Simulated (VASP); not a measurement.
# TaN (R-3m) in VASP: a series of runs, part 2 of 2

VASP 6.6.1.

### Step 3. Relaxation of cell and atoms, PBE

Contents of INCAR:

```
SYSTEM = TaN
ALGO = Normal
EDIFF = 1E-6
EDIFFG = -0.04
ENCUT = 600
GGA = PE
IBRION = 2
ISIF = 3
ISMEAR = 0
LASPH = .True.
LCHARG = .False.
LREAL = .False.
LWAVE = .False.
NELM = 100
NSW = 90
PREC = Accurate
SIGMA = 0.1
```

Contents of KPOINTS:

```
k-points
0
Gamma
  6 6 6
  0 0 0
```

Contents of POSCAR:

```
TaN
1.0
    1.5513620200      0.8956792800      4.9630998800
   -1.5513620200      0.8956792800      4.9630998800
    0.0000000000     -1.7913585600      4.9630998800
Ta N
2 2
Direct
    0.5000000000      0.5000000000      0.5000000000
    0.0000000000      0.0000000000      0.0000000000
    0.2586112400      0.2586112400      0.2586112400
    0.7413887600      0.7413887600      0.7413887600
```

Potentials or basis: VASP PAW PBE potentials, release 64 (Ta_pv, N).

Run with:

```bash
$ cat potpaw_PBE.64/Ta_pv/POTCAR potpaw_PBE.64/N/POTCAR > POTCAR
$ mpirun -np 1 vasp_std > vasp.out
```

OUTCAR:

```text
SYSTEM = TaN
   EDIFF = 1E-6
   EDIFFG = -0.04
   ENCUT = 600
   GGA = PE
   IBRION = 2
   ISIF = 3
   ISMEAR = 0
   LASPH = .True.
   LREAL = .False.
   NELM = 100
   NSW = 90
   PREC = Accurate

 ion  position               nearest neighbor table
   1  0.500  0.500  0.500-   3 2.25   3 2.25   4 2.25   4 2.25   3 2.25   4 2.25   2 3.06   2 3.06
                             2 3.06   2 3.06   2 3.06   2 3.06
   2  0.000  0.000  0.000-   4 2.11   4 2.11   3 2.11   3 2.11   4 2.11   3 2.11   1 3.06   1 3.06
                             1 3.06   1 3.06   1 3.06   1 3.06
   3  0.259  0.259  0.259-   2 2.11   2 2.11   2 2.11   1 2.25   1 2.25   1 2.25
   4  0.741  0.741  0.741-   2 2.11   2 2.11   2 2.11   1 2.25   1 2.25   1 2.25

  LATTYP: Found a trigonal (rhomboedric) cell.
 ALAT       =     5.2764880279
 COS(alpha) =     0.8271113865

  Lattice vectors:

 A1 = (   1.5513620200,   0.8956792800,   4.9630998800)
 A2 = (  -1.5513620200,   0.8956792800,   4.9630998800)
 A3 = (   0.0000000000,  -1.7913585600,   4.9630998800)

Analysis of symmetry for initial positions (statically):
=====================================================================
 Subroutine PRICEL returns:
 Original cell was already a primitive cell.

 Routine SETGRP: Setting up the symmetry group for a
 trigonal (rhombohedral) supercell.

 Subroutine GETGRP returns: Found 12 space group operations
 (whereof 12 operations were pure point group operations)
 out of a pool of 12 trial point group operations.

The static configuration has the point symmetry D_3d.

Analysis of symmetry for dynamics (positions and initial velocities):
=====================================================================
 Subroutine PRICEL returns:
 Original cell was already a primitive cell.

 Routine SETGRP: Setting up the symmetry group for a
 trigonal (rhombohedral) supercell.

[... 148 lines left out ...]

 number of electron      32.0000000 magnetization

 Free energy of the ion-electron system (eV)
  ---------------------------------------------------
  ext. energy  EPLUGINS =         0.00000000
  ---------------------------------------------------
  free energy    TOTEN  =       -43.31417909 eV

  energy without entropy =      -43.30931557  energy(sigma->0) =      -43.31174733

------------------------ aborting loop because EDIFF is reached ----------------------------------------

  FORCE on cell =-STRESS in cart. coord.  units (eV):
  Direction    XX          YY          ZZ          XY          YZ          ZX
  --------------------------------------------------------------------------------------
  -------------------------------------------------------------------------------------
  Total        4.7000868      4.7000868      5.0976856      0.0000000      0.0000000      0.0000000
  in kB      181.9895776    181.9895776    197.3847894      0.0000000      0.0000000      0.0000000
  external PRESSURE =     187.1213149 kB  Pullay stress =       0.0000000 kB
[... 95 lines left out ...]
  FREE ENERGIE OF THE ION-ELECTRON SYSTEM (eV)
  ---------------------------------------------------
  free  energy   TOTEN  =       -43.5217493329 eV

  energy  without entropy=      -43.5134965545  energy(sigma->0) =      -43.51762294

[... ionic steps 4 to 7 ...]

--------------------------------------- Ionic step        8  -------------------------------------------

 number of electron      32.0000000 magnetization

------------------------ aborting loop because EDIFF is reached ----------------------------------------
[... 71 lines left out ...]
--------------------------------------- Ionic step       10  -------------------------------------------

 number of electron      31.9999998 magnetization

 Free energy of the ion-electron system (eV)
  ---------------------------------------------------
  ext. energy  EPLUGINS =         0.00000000
  ---------------------------------------------------
  free energy    TOTEN  =       -43.63294184 eV

  energy without entropy =      -43.62228007  energy(sigma->0) =      -43.62761095

 E-fermi :   9.3362     XC(G=0): -13.3528

 val. band max:        9.3195760847   @ k =  -0.1667   0.1667   0.0000
 cond. band min:       9.4029069070   @ k =   0.3333   0.1667   0.1667
 fundamental gap:      0.0833308223
 Fermi energy:         9.3361987974

 k-point     1 :       0.0000    0.0000    0.0000
  band No.  band energies     occupation
      1     -27.2471      2.00000
      2     -26.5360      2.00000
      3     -26.5360      2.00000
      4     -26.4494      2.00000
      5     -26.4494      2.00000
      6     -26.4205      2.00000
[... 541 lines left out ...]
     19      12.2051      0.00000
     20      12.3878      0.00000

 [... further k-points ...]

------------------------ aborting loop because EDIFF is reached ----------------------------------------

  FORCE on cell =-STRESS in cart. coord.  units (eV):
  Direction    XX          YY          ZZ          XY          YZ          ZX
  --------------------------------------------------------------------------------------
  -------------------------------------------------------------------------------------
  Total        0.0408050      0.0408050     -0.0875475      0.0000000      0.0000000      0.0000000
  in kB        1.5138248      1.5138248     -3.2479239      0.0000000      0.0000000      0.0000000
  external PRESSURE =      -0.0734248 kB  Pullay stress =       0.0000000 kB
[... 19 lines left out ...]
  FREE ENERGIE OF THE ION-ELECTRON SYSTEM (eV)
  ---------------------------------------------------
  free  energy   TOTEN  =       -43.6329418361 eV

  energy  without entropy=      -43.6222800729  energy(sigma->0) =      -43.62761095

 reached required accuracy - stopping structural energy minimisation
```

OSZICAR:

```text
N       E                     dE             d eps       ncg     rms          rms(c)
DAV:   1     0.298612344797E+03    0.29861E+03   -0.19649E+04  1280   0.190E+03
DAV:   2    -0.324712900815E+02   -0.33108E+03   -0.32155E+03  1532   0.500E+02
DAV:   3    -0.489919975861E+02   -0.16521E+02   -0.16122E+02  1568   0.103E+02
DAV:   4    -0.494025284473E+02   -0.41053E+00   -0.39681E+00  1724   0.139E+01
[... 91 lines left out ...]
DAV:   1    -0.436333090564E+02   -0.78451E-03   -0.51138E-02  1284   0.188E+00    0.150E-01
DAV:   2    -0.436330657487E+02    0.24331E-03   -0.10907E-03  1612   0.279E-01    0.797E-02
DAV:   3    -0.436329414811E+02    0.12427E-03   -0.24826E-04  1720   0.133E-01    0.218E-02
DAV:   4    -0.436329415273E+02   -0.46170E-07   -0.14525E-05  1616   0.412E-02    0.148E-02
DAV:   5    -0.436329418361E+02   -0.30882E-06   -0.18856E-06  1152   0.182E-02
  10 F= -.43632942E+02 E0= -.43627611E+02  d E =-.417464E-03
```

It took 13 min on 1 thread of Intel Xeon 8259CL, shared host; peak memory 0.3 GiB.

Results:

```
Free energy                           : -43.6329 eV
Relaxed volume                        : 10.80 Å³/atom
Relaxed cell                          : a = 5.366 Å, b = 5.366 Å, c = 5.366 Å, α = 34.06°, β = 34.06°, γ = 34.06°
Space group after relaxing (to 0.1 Å) : Fm-3m (No. 225)
Energy gained by relaxing             : 79.7 meV/atom
Ionic steps                           : 10
Pressure after relaxing               : 0.0 GPa
Largest force after relaxing          : 0.004 eV/Å
```

Forces in eV/Å, atoms in the order of the input:
```
Ta   0.000  0.000  0.000
Ta   0.000  0.000  0.000
N    0.000  0.000  0.004
N    0.000  0.000 -0.004
```

Stress tensor (GPa, compression positive):
```
 0.15  0.00  0.00
 0.00  0.15  0.00
 0.00  0.00 -0.32
```

The path:
| step | energy change (eV) | largest force (eV/Å) | pressure (GPa) | volume (Å³) |
| --- | --- | --- | --- | --- |
| 1 | 0.0000 | 1.8886 | 18.71 | 41.38 |
| 2 | 0.3384 | 0.2316 | -31.34 | 49.04 |
| 3 | -0.2076 | 0.9913 | -4.99 | 44.07 |
| 4 | -0.2081 | 1.0225 | -4.06 | 43.94 |
| 5 | -0.2977 | 0.4879 | -0.33 | 43.27 |
| 6 | -0.3142 | 0.0490 | 3.10 | 42.79 |
| 7 | -0.3146 | 0.1123 | 2.59 | 42.86 |
| 8 | -0.3103 | 0.1278 | -3.98 | 43.73 |
| 9 | -0.3183 | 0.0101 | -0.15 | 43.21 |
| 10 | -0.3188 | 0.0044 | -0.01 | 43.19 |

Final structure:
```
Ta N
1.0
     1.57127    0.90717    5.04959
    -1.57127    0.90717    5.04959
     0.00000   -1.81435    5.04959
Ta N
2 2
Direct
  0.50000 0.50000 0.50000
  0.00000 0.00000 0.00000
  0.24998 0.24998 0.24998
  0.75002 0.75002 0.75002
```

Caveat: the k points lie up to 0.39 Å⁻¹ apart in the final cell; the highest band is partly filled, so the run has too few bands; spin-orbit coupling is left out, which moves the levels of the heavy elements.

### Step 4. Single point, PBE, collinear spin

Contents of INCAR:

```
PREC = Accurate
ENCUT = 520
EDIFF = 1E-6
ISMEAR = 0
SIGMA = 0.1
LREAL = F
LASPH = T
NELM = 150
ALGO = Normal
ISIF = 2
LWAVE = F
LCHARG = F
ISPIN = 2
MAGMOM = 1 1 0 0
LORBIT = 11
LMAXMIX = 4
GGA = PE
NBANDS = 28
```

Contents of KPOINTS:

```
Automatic mesh
0
Gamma
  6 6 6
```

POSCAR is that of step 3.

Run with:

```bash
$ cat potpaw_PBE.64/Ta_pv/POTCAR potpaw_PBE.64/N/POTCAR > POTCAR
$ mpirun -np 1 vasp_std > vasp.out
```

Run time: 4.1 min. Hardware: 1 thread of Intel Xeon 8259CL, shared host; peak memory 0.32 GiB.

The run converged. Its results:

| Property | Result |
| --- | --- |
| Free energy | -43.3099 eV |
| Pressure | 18.8 GPa |
| Largest force | 1.888 eV/Å |
| Band gap on the k mesh | zero (filled and empty bands overlap) |
| Net moment | 0.00 μB per cell |
| Valence electrons inside the program's atomic spheres | Ta 8.93, 9.11; N 3.80 |

Forces in eV/Å, atoms in the order of the input:
```
Ta   0.000  0.000  0.000
Ta   0.000  0.000  0.000
N    0.000  0.000 -1.888
N    0.000  0.000  1.888
```

Stress tensor (GPa, compression positive):
```
18.29  0.00  0.00
 0.00 18.29  0.00
 0.00  0.00 19.82
```

Levels at points of the mesh, in eV from the Fermi level:
Spin up:
```
           k point  band 13  band 14  band 15  band 16  band 17  band 18  band 19  band 20
(0.00, 0.00, 0.00)    -3.82    -3.78    -2.19    -2.19    -1.97     0.17     0.17     1.47
(0.50, 0.00, 0.00)    -6.80    -6.13    -2.27    -1.41     2.14     2.39     2.74     2.82
(0.50, 0.50, 0.00)    -5.46    -4.69    -4.50     1.54     1.68     2.50     2.55     3.78
(0.50, 0.50, 0.50)    -5.79    -5.79    -1.41    -0.46    -0.46    -0.28    -0.28    -0.06
```
Spin down:
```tsv
k point	band 14	band 15	band 16	band 17	band 18	band 19
(0.00, 0.00, 0.00)	-3.78	-2.19	-2.19	-1.97	0.17	0.17
(0.50, 0.00, 0.00)	-6.13	-2.27	-1.41	2.14	2.39	2.74
(0.50, 0.50, 0.00)	-4.69	-4.50	1.54	1.68	2.50	2.55
(0.50, 0.50, 0.50)	-5.79	-1.41	-0.46	-0.46	-0.28	-0.28
```

Caveat: the k points lie up to 0.40 Å⁻¹ apart, too coarse for converged energies and pressures of a metal; spin-orbit coupling is left out, which moves the levels of the heavy elements; forces of over 1 eV/Å act on the atoms, so gaps and moduli don't describe the material at rest.

### Step 5. Overview

```csv
task,spin,cell,cutoff (eV),gap on the mesh (eV),pressure (GPa),largest force (eV/Å)
single point,off,as given,520,none,18.8,1.89
relaxation of cell and atoms,off,relaxed,600,-,0.0,-
single point,collinear,as given,520,none,18.8,1.89
```

Alike in all rows: level PBE; potentials or basis VASP PAW PBE potentials, release 64 (Ta_pv, N); k mesh 6 × 6 × 6; smearing gaussian 0.1 eV.

Caveats: all runs use coarse meshes; spin-orbit coupling is left out, which moves the levels of the heavy elements; forces of over 1 eV/Å act on the atoms, so gaps and moduli don't describe the material at rest (at least some runs); the highest band is partly filled, so the run has too few bands (at least some runs).

Total energies depend on the potentials used, so only differences within one code and one set of settings carry meaning.
